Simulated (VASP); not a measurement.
Sb:

```
CELL_PARAMETERS angstrom
2.16161 1.24801 3.67967
-2.16161 1.24801 3.67967
0.00000 -2.49601 3.67967
ATOMIC_POSITIONS crystal
Sb 0.23615 0.23615 0.23615
Sb 0.76385 0.76385 0.76385
```

```yaml
Program: VASP 6.6.1
Task: relaxation of cell and atoms
Functional: PBE
Potentials_or_basis: VASP PAW PBE potentials, release 64 (Sb)
Cutoff: 600 eV
k_mesh: 12 × 12 × 12
Occupations: gaussian, width 0.1 eV
Spin: no spin polarisation
```

At the start: pressure 2.7 GPa; volume 29.78 Å³/atom.

How do energy, volume and symmetry change on relaxing?

Over 10 steps the energy falls by 14.9 meV/atom and the volume is 31.77 Å³/atom (+6.7 %); space group R-3m (No. 166, to 0.1 Å) before and after.

Step by step:
| step | energy change (eV) | largest force (eV/Å) | pressure (GPa) | volume (Å³) |
| --- | --- | --- | --- | --- |
| 1 | 0.0000 | 0.0441 | 2.73 | 59.56 |
| 2 | -0.0152 | 0.2763 | -1.33 | 64.05 |
| 3 | -0.0227 | 0.1652 | 0.03 | 62.34 |
| 4 | -0.0252 | 0.1255 | 0.03 | 62.55 |
| 5 | -0.0289 | 0.0013 | 0.06 | 63.13 |
| 6 | -0.0291 | 0.0343 | 0.09 | 63.28 |
| 7 | -0.0297 | 0.0009 | -0.12 | 63.63 |
| 8 | -0.0297 | 0.0062 | -0.14 | 63.68 |
| 9 | -0.0298 | 0.0096 | 0.13 | 63.42 |
| 10 | -0.0298 | 0.0031 | 0.01 | 63.54 |

Final structure:
```cif
data_structure
_symmetry_space_group_name_H-M 'P 1'
_symmetry_Int_Tables_number 1
_cell_length_a 4.5873
_cell_length_b 4.5873
_cell_length_c 4.5873
_cell_angle_alpha 56.998
_cell_angle_beta 56.998
_cell_angle_gamma 56.998
_cell_volume 63.54
loop_
_atom_site_label
_atom_site_type_symbol
_atom_site_fract_x
_atom_site_fract_y
_atom_site_fract_z
_atom_site_occupancy
Sb1 Sb 0.23324 0.23324 0.23324 1
Sb2 Sb 0.76676 0.76676 0.76676 1
```
